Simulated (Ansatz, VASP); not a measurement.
MgS in VASP and in Ansatz

Contents of INCAR:

```
SYSTEM = MgS
PREC = Accurate ; ENCUT = 520
EDIFF = 1E-6 ; ISMEAR = 0
SIGMA = 0.01 ; LREAL = .FALSE.
LASPH = .TRUE. ; NELM = 60
ALGO = Normal ; ISIF = 2
LWAVE = .FALSE. ; LCHARG = .FALSE.
GGA = PS ; NBANDS = 11
```

File KPOINTS:

```
regular mesh
0
G
  8 8 8
  0 0 0
```

File POSCAR:

```
MgS
1.0
    0.0000000000      2.5909610182      2.5780062131
    2.5909610182      0.0000000000      2.5780062131
    2.5909610182      2.5909610182      0.0000000000
Mg S
1 1
Direct
    0.0000000000      0.0000000000      0.0000000000
    0.5000000000      0.5000000000      0.5000000000
```

Input for Ansatz:

```yaml
crystal:
  lattice:
    - [0.0, 2.59096101824, 2.57800621314]
    - [2.59096101824, 0.0, 2.57800621314]
    - [2.59096101824, 2.59096101824, 0.0]
  atoms:
    - { symbol: Mg, position: [0.0, 0.0, 0.0] }
    - { symbol: S, position: [0.5, 0.5, 0.5] }
kpoints:
  mp_grid: { grid: [8, 8, 8] }
scf:
  occupations: { method: fixed }
  convergence: { dr2_threshold: 1.0e-10 }
hamiltonian:
  xc: pbesol
  pseudopotentials: { kind: all_electron, lapw: { basis_error: 0.0005 } }
output:
  forces: true
  stress: true
  eigenstates:
    kpoints:
      - [0.0, 0.0, 0.0]
      - [0.0, -0.5, -0.5]
      - [-0.5, 0.0, -0.5]
      - [-0.5, -0.5, 0.0]
      - [-0.5, 0.0, 0.0]
      - [0.0, -0.5, 0.0]
      - [0.0, 0.0, -0.5]
      - [-0.5, -0.5, -0.5]
  eigenvalues: true
```

Change from the starting cell: z stretched by -0.5 %, x and y held.

Alike in both runs: task single point; functional PBEsol; k mesh 8 × 8 × 8; no spin polarisation.

|  | VASP | Ansatz |
| --- | --- | --- |
| version | VASP 6.6.1 | Ansatz 0.2.0 |
| potentials or method | VASP PAW PBE potentials, release 64 (Mg, S), cutoff 520 eV | all-electron LAPW, scalar-relativistic |
| occupations | gaussian, width 0.01 eV | fixed |

Ansatz gave:

| Quantity | Value |
| --- | --- |
| gap on the k mesh at the Fermi level (eV) | 2.71 |
| pressure (GPa) | 0.4 |
| traceless stress, the component that is largest in VASP (GPa) | 0.39 |

Task: Estimate VASP's values.

Result: gap on the k mesh at the Fermi level (eV): 2.71; pressure (GPa): 0.2; traceless stress, the component that is largest in VASP (GPa): 0.39.

VASP's potentials were made for PBE, not for PBEsol. Ansatz ran all-electron here, and VASP with PAW potentials.
